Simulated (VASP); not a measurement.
# LiCaBr3 (Pm-3m) in VASP: single point with PBE

Aim: the single point of LiCaBr3 with PBE.

Program: VASP 6.6.1. These are calculated values, not measurements. Logs are shortened: lines on timing, memory, paths and dates and some standing lists are left out, and cuts for length are marked.

### 1 The cell of the first run

The structure is cubic, space group Pm-3m (No. 221). The conventional cell has a = 5.029 Å, b = 5.029 Å, c = 5.029 Å, α = 90.00°, β = 90.00°, γ = 90.00°. Within 4.7 Å of Ca (site symmetry m-3m) lie 12 Br at 3.56 Å and 8 Li at 4.36 Å. Li (site symmetry m-3m) has 6 Br at 2.51 Å within 3.3 Å. Br (site symmetry 4/mmm) has 2 Li at 2.51 Å within 3.3 Å.

### 2 Single point, PBE

INCAR

```
SYSTEM = LiCaBr3
PREC = Accurate ; ENCUT = 750
EDIFF = 1E-6 ; ISMEAR = 1
SIGMA = 0.02 ; LREAL = .FALSE.
LASPH = .TRUE. ; NELM = 120
ALGO = Normal ; ISIF = 2
LWAVE = .FALSE. ; LCHARG = .FALSE.
GGA = PE ; NBANDS = 25
GGA_COMPAT = .FALSE.
```

KPOINTS

```
regular mesh
0
G
  4 4 4
  0 0 0
```

POSCAR

```
LiCaBr3
1.0
    5.0291434980      0.0000000000      0.0000000000
    0.0000000000      5.0291434980      0.0000000000
    0.0000000000      0.0000000000      5.0291434980
Ca Li Br
1 1 3
Direct
    0.0000000000      0.0000000000      0.0000000000
    0.5000000000      0.5000000000      0.5000000000
    0.5000000000      0.5000000000      0.0000000000
    0.0000000000      0.5000000000      0.5000000000
    0.5000000000      0.0000000000      0.5000000000
```

Potentials or basis: VASP PAW PBE potentials, release 64 (Ca_sv, Li_sv, Br).

On the command line:

```
> cat potpaw_PBE.64/Ca_sv/POTCAR potpaw_PBE.64/Li_sv/POTCAR potpaw_PBE.64/Br/POTCAR > POTCAR
> mpirun -np 1 vasp_std > vasp.out
```

OUTCAR:

```text
SYSTEM = LiCaBr3
   PREC = Accurate
   ENCUT = 750
   EDIFF = 1E-6
   ISMEAR = 1
   LREAL = .FALSE.
   LASPH = .TRUE.
   NELM = 120
   ISIF = 2
   GGA = PE

 ion  position               nearest neighbor table
   1  0.000  0.000  0.000-
   2  0.500  0.500  0.500-   3 2.51   4 2.51   5 2.51   3 2.51   5 2.51   4 2.51
   3  0.500  0.500  0.000-   2 2.51   2 2.51
   4  0.000  0.500  0.500-   2 2.51   2 2.51
   5  0.500  0.000  0.500-   2 2.51   2 2.51

  LATTYP: Found a simple cubic cell.
 ALAT       =     5.0291434980

  Lattice vectors:

 A1 = (   5.0291434980,   0.0000000000,   0.0000000000)
 A2 = (   0.0000000000,   5.0291434980,   0.0000000000)
 A3 = (   0.0000000000,   0.0000000000,   5.0291434980)

Analysis of symmetry for initial positions (statically):
=====================================================================
 Subroutine PRICEL returns:
 Original cell was already a primitive cell.

 Routine SETGRP: Setting up the symmetry group for a
 simple cubic supercell.

 Subroutine GETGRP returns: Found 48 space group operations
 (whereof 48 operations were pure point group operations)
 out of a pool of 48 trial point group operations.

The static configuration has the point symmetry O_h .

Analysis of symmetry for dynamics (positions and initial velocities):
=====================================================================
 Subroutine PRICEL returns:
 Original cell was already a primitive cell.

 Routine SETGRP: Setting up the symmetry group for a
 simple cubic supercell.

 Subroutine GETGRP returns: Found 48 space group operations
 (whereof 48 operations were pure point group operations)
 out of a pool of 48 trial point group operations.

The dynamic configuration has the point symmetry O_h .

 Subroutine INISYM returns: Found 48 space group operations
 (whereof 48 operations are pure point group operations),
 and found     1 'primitive' translations

----------------------------------------------------------------------------------------

                                     Primitive cell

  volume of cell :     127.1985

  direct lattice vectors                    reciprocal lattice vectors
     5.029143498  0.000000000  0.000000000     0.198841015  0.000000000  0.000000000
     0.000000000  5.029143498  0.000000000     0.000000000  0.198841015  0.000000000
     0.000000000  0.000000000  5.029143498     0.000000000  0.000000000  0.198841015

  length of vectors
     5.029143498  5.029143498  5.029143498     0.198841015  0.198841015  0.198841015

  position of ions in fractional coordinates (direct lattice)
     0.000000000  0.000000000  0.000000000
     0.500000000  0.500000000  0.500000000
     0.500000000  0.500000000  0.000000000
     0.000000000  0.500000000  0.500000000
     0.500000000  0.000000000  0.500000000

  ion indices of the primitive-cell ions
   primitive index   ion index
                 1           1
                 2           2
                 3           3
                 4           4
                 5           5

----------------------------------------------------------------------------------------

 KPOINTS: regular mesh

Automatic generation of k-mesh.
 Grid dimensions read from file:
 generate k-points for:    4    4    4

 Generating k-lattice:

  Cartesian coordinates                     Fractional coordinates (reciprocal lattice)
     0.049710254  0.000000000  0.000000000     0.250000000  0.000000000  0.000000000
     0.000000000  0.049710254  0.000000000     0.000000000  0.250000000  0.000000000
     0.000000000  0.000000000  0.049710254     0.000000000  0.000000000  0.250000000

  Length of vectors
     0.049710254  0.049710254  0.049710254

  Shift w.r.t. Gamma in fractional coordinates (k-lattice)
     0.000000000  0.000000000  0.000000000

 Subroutine IBZKPT returns following result:
 ===========================================

 Found     10 irreducible k-points:

 Following reciprocal coordinates:
            Coordinates               Weight
  0.000000  0.000000  0.000000      1.000000
  0.250000  0.000000  0.000000      6.000000
  0.500000  0.000000  0.000000      3.000000
  0.250000  0.250000  0.000000     12.000000
  0.500000  0.250000  0.000000     12.000000
  0.500000  0.500000  0.000000      3.000000
  0.250000  0.250000  0.250000      8.000000
  0.500000  0.250000  0.250000     12.000000
  0.500000  0.500000  0.250000      6.000000
  0.500000  0.500000  0.500000      1.000000
   k-points           NKPTS =     10   k-points in BZ     NKDIM =     10   number of bands    NBANDS=     25
   number of dos      NEDOS =    301   number of ions     NIONS =      5
   total plane-waves  NPLWV = 110592
   dimension x,y,z NGX =    48 NGY =   48 NGZ =   48
   dimension x,y,z NGXF=    96 NGYF=   96 NGZF=   96
   ions per type =               1   1   3
   NGX,Y,Z   is equivalent  to a cutoff of  15.87, 15.87, 15.87 a.u.
   NGXF,Y,Z  is equivalent  to a cutoff of  31.73, 31.73, 31.73 a.u.
 SYSTEM =  LiCaBr3
   PREC   = accura    normal or accurate (medium, high low for compatibility)
   ISTART =      0    job   : 0-new  1-cont  2-samecut
   ICHARG =      2    charge: 1-file 2-atom 10-const
   ISPIN  =      1    spin polarized calculation?
   LNONCOLLINEAR =      F non collinear calculations
   LSORBIT =      F    spin-orbit coupling
   LASPH  =      T    aspherical Exc in radial PAW
   ENCUT  =  750.0 eV  55.12 Ry    7.42 a.u.  11.23 11.23 11.23*2*pi/ulx,y,z
   NELM   =    120;   NELMIN=  2; NELMDL= -5     # of ELM steps
   EDIFF  = 0.1E-05   stopping-criterion for ELM
   LREAL  =      F    real-space projection
   EDIFFG = 0.1E-04   stopping-criterion for IOM
   NSW    =      0    number of steps for IOM
   IBRION =     -1    ionic relax: 0-MD 1-quasi-New 2-CG
   NFREE  =      0    steps in history (QN), initial steepest desc. (CG)
   ISIF   =      2    stress and relaxation
   ISYM   =      2    0-nonsym 1-usesym 2-fastsym
   POTIM  = 0.5000    time-step for ionic-motion
   TEBEG  =    0.0;   TEEND  =   0.0 temperature during run
   PSTRESS=    0.0 pullay stress
   NELECT =      34.0000    total number of electrons
   NUPDOWN=      -1.0000    fix difference up-down
   EMIN   =  10.00;   EMAX   =-10.00  energy-range for DOS
   EFERMI =   0.00;   METHOD = LEGACY
   ISMEAR =     1;   SIGMA  =   0.02  broadening in eV -4-tet -1-fermi 0-gaus
   EFERMI_NEDOS =   21; number of points for ismear=-14 and -15
   IALGO  =     38    algorithm
   IMIX   =      4    mixing-type and parameters
     AMIX     =   0.40;   BMIX     =  1.00
     AMIX_MAG =   1.60;   BMIX_MAG =  1.00
  volume/ion in A,a.u.               =      25.44       171.68
  Fermi-wavevector in a.u.,A,eV,Ry     =   1.054566  1.992841 15.131168  1.112110
  Thomas-Fermi vector in A             =   2.189731
   LORBIT       =      0    0 simple, 1 ext, 2 COOP (PROOUT), +10 PAW based schemes
   GGA     = PE    functional components
   LHFCALC =     F    Hartree Fock is set to
   AEXX    =    0.0000 exact exchange contribution
   IVDW    =     0    specifies the selected vdW correction
   LEPSILON=     F    determine dielectric tensor
   LRPA    =     F    only Hartree local field effects (RPA)
 non-spin polarized calculation
 Methfessel and Paxton  Order N= 1 SIGMA  =   0.02
  energy-cutoff  :      750.00
  volume of cell :      127.20
 maximum number of plane-waves:      6031
 NGX is ok and might be reduce to    48
   NGX = 23   NGY = 23   NGZ = 23

 number of electron      34.0000001 magnetization

 Free energy of the ion-electron system (eV)
  ---------------------------------------------------
  ext. energy  EPLUGINS =         0.00000000
  ---------------------------------------------------
  free energy    TOTEN  =       -16.28620429 eV

  energy without entropy =      -16.28620429  energy(sigma->0) =      -16.28620429

 E-fermi :   1.6011     XC(G=0):  -8.6386

 val. band max:        1.4891555332   @ k =   0.5000   0.5000   0.5000
 cond. band min:       3.7145233530   @ k =   0.0000   0.0000   0.0000
 fundamental gap:      2.2253678198
 Fermi energy:         1.6010591732

 k-point     1 :       0.0000    0.0000    0.0000
  band No.  band energies     occupation
      1     -42.5282      2.00000
      2     -40.3829      2.00000
      3     -21.2953      2.00000
      4     -21.2953      2.00000
      5     -21.2953      2.00000
      6     -12.6007      2.00000
[... 17 lines left out ...]
     24       8.2413      0.00000
     25       9.8870      0.00000

 k-point     2 :       0.2500    0.0000    0.0000
  band No.  band energies     occupation
      1     -42.5282      2.00000
      2     -40.3828      2.00000
      3     -21.2975      2.00000
      4     -21.2951      2.00000
      5     -21.2951      2.00000
      6     -12.4797      2.00000
[... 17 lines left out ...]
     24       8.4543      0.00000
     25       8.9155      0.00000

 k-point     3 :       0.5000    0.0000    0.0000
  band No.  band energies     occupation
      1     -42.5282      2.00000
      2     -40.3828      2.00000
      3     -21.2997      2.00000
      4     -21.2949      2.00000
      5     -21.2949      2.00000
      6     -12.2651      2.00000
[... 17 lines left out ...]
     24       6.5751      0.00000
     25       9.0396      0.00000

 k-point     4 :       0.2500    0.2500    0.0000
  band No.  band energies     occupation
      1     -42.5282      2.00000
      2     -40.3828      2.00000
      3     -21.2973      2.00000
      4     -21.2971      2.00000
      5     -21.2949      2.00000
      6     -12.3714      2.00000
[... 17 lines left out ...]
     24       8.2364      0.00000
     25       8.9393      0.00000
[... 85 lines left out ...]
 k-point     8 :       0.5000    0.2500    0.2500
  band No.  band energies     occupation
      1     -42.5281      2.00000
      2     -40.3827      2.00000
      3     -21.2989      2.00000
      4     -21.2967      2.00000
      5     -21.2965      2.00000
      6     -12.1034      2.00000
[... 17 lines left out ...]
     24       8.1547      0.00000
     25       8.2873      0.00000

 k-point     9 :       0.5000    0.5000    0.2500
  band No.  band energies     occupation
      1     -42.5281      2.00000
      2     -40.3827      2.00000
      3     -21.2985      2.00000
      4     -21.2985      2.00000
      5     -21.2963      2.00000
      6     -11.9343      2.00000
[... 17 lines left out ...]
     24       8.8997      0.00000
     25       8.8997      0.00000

 k-point    10 :       0.5000    0.5000    0.5000
  band No.  band energies     occupation
      1     -42.5281      2.00000
      2     -40.3826      2.00000
      3     -21.2981      2.00000
      4     -21.2981      2.00000
      5     -21.2981      2.00000
      6     -11.9274      2.00000
[... 17 lines left out ...]
     24       8.5928      0.00000
     25       8.5928      0.00000

------------------------ aborting loop because EDIFF is reached ----------------------------------------

  FORCE on cell =-STRESS in cart. coord.  units (eV):
  Direction    XX          YY          ZZ          XY          YZ          ZX
  --------------------------------------------------------------------------------------
  -------------------------------------------------------------------------------------
  Total        0.4916310      0.4916310      0.4916310     -0.0000000     -0.0000000      0.0000000
  in kB        6.1925245      6.1925245      6.1925245     -0.0000000     -0.0000000      0.0000000
  external PRESSURE =       6.1925245 kB  Pullay stress =       0.0000000 kB

 VOLUME and BASIS-vectors are now :
 -----------------------------------------------------------------------------
  energy-cutoff  :      750.00
  volume of cell :      127.20
      direct lattice vectors                 reciprocal lattice vectors
     5.029143498  0.000000000  0.000000000     0.198841015  0.000000000  0.000000000
     0.000000000  5.029143498  0.000000000     0.000000000  0.198841015  0.000000000
     0.000000000  0.000000000  5.029143498     0.000000000  0.000000000  0.198841015

 POSITION                                       TOTAL-FORCE (eV/Angst)
 -----------------------------------------------------------------------------------
      0.00000      0.00000      0.00000         0.000000      0.000000      0.000000
      2.51457      2.51457      2.51457         0.000000      0.000000      0.000000
      2.51457      2.51457      0.00000         0.000000      0.000000      0.000000
      0.00000      2.51457      2.51457         0.000000      0.000000      0.000000
      2.51457      0.00000      2.51457         0.000000      0.000000      0.000000
 -----------------------------------------------------------------------------------
    total drift:                                0.000000     -0.000000     -0.000000

  FREE ENERGIE OF THE ION-ELECTRON SYSTEM (eV)
  ---------------------------------------------------
  free  energy   TOTEN  =       -16.2862042902 eV

  energy  without entropy=      -16.2862042902  energy(sigma->0) =      -16.28620429
```

It took 72 s on 1 thread of Intel Xeon 8259CL, shared host; peak memory 0.35 GiB.

Results:

```
Free energy            : -16.2862 eV
Pressure               : 0.6 GPa
Band gap on the k mesh : 2.23 eV, indirect (least direct gap 2.53 eV)
```

A k mesh can miss the band edges.
